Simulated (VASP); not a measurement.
Input of a VASP 6.6.1 run:

INCAR

```
  PREC = Accurate
  ENCUT = 520
  EDIFF = 1E-6
  ISMEAR = 0
  SIGMA = 0.1
  LREAL = F
  LASPH = T
  NELM = 80
  ALGO = Normal
  ISIF = 2
  LWAVE = F
  LCHARG = F
  GGA = PE
  NBANDS = 66
  KPAR = 4
```

The input KPOINTS:

```
Automatic mesh
0
Gamma
  8 6 4
```

File POSCAR:

```
Ga6AsP5
1.0
   -3.9208493966      0.0000000000      0.0000000000
    0.0000000000      5.5436440020      0.0000000000
    0.0000000000      0.0000000000    -11.7624468934
Ga As P
6 1 5
Direct
    0.0000000000      0.0034325892      0.0059260783
    0.5000000000      0.4857469536      0.8333333333
    0.0000000000      0.0034325892      0.6607405884
    0.5000000000      0.5025030471      0.4987320392
    0.0000000000      0.0022533436      0.3333333333
    0.5000000000      0.5025030471      0.1679346275
    0.0000000000      0.7502384927      0.8333333333
    0.5000000000      0.2495733963      0.6634516308
    1.0000000000      0.7499615428      0.4975449470
    0.5000000000      0.2508200593      0.3333333333
    1.0000000000      0.7499615428      0.1691217196
    0.5000000000      0.2495733963      1.0032150358
```

Potentials or basis: VASP PAW PBE potentials, release 64 (Ga_d, As, P).

Command:

```bash
$ cat potpaw_PBE.64/Ga_d/POTCAR potpaw_PBE.64/As/POTCAR potpaw_PBE.64/P/POTCAR > POTCAR
$ mpirun -np 4 vasp_std > vasp.out
```

(1) What does it give for the pressure?

(2) Estimate the largest force.

(3) Estimate the band gap on the k mesh.

## Answers

(1) 0.0 GPa.

(2) 0.016 eV/Å.

(3) 1.25 eV.
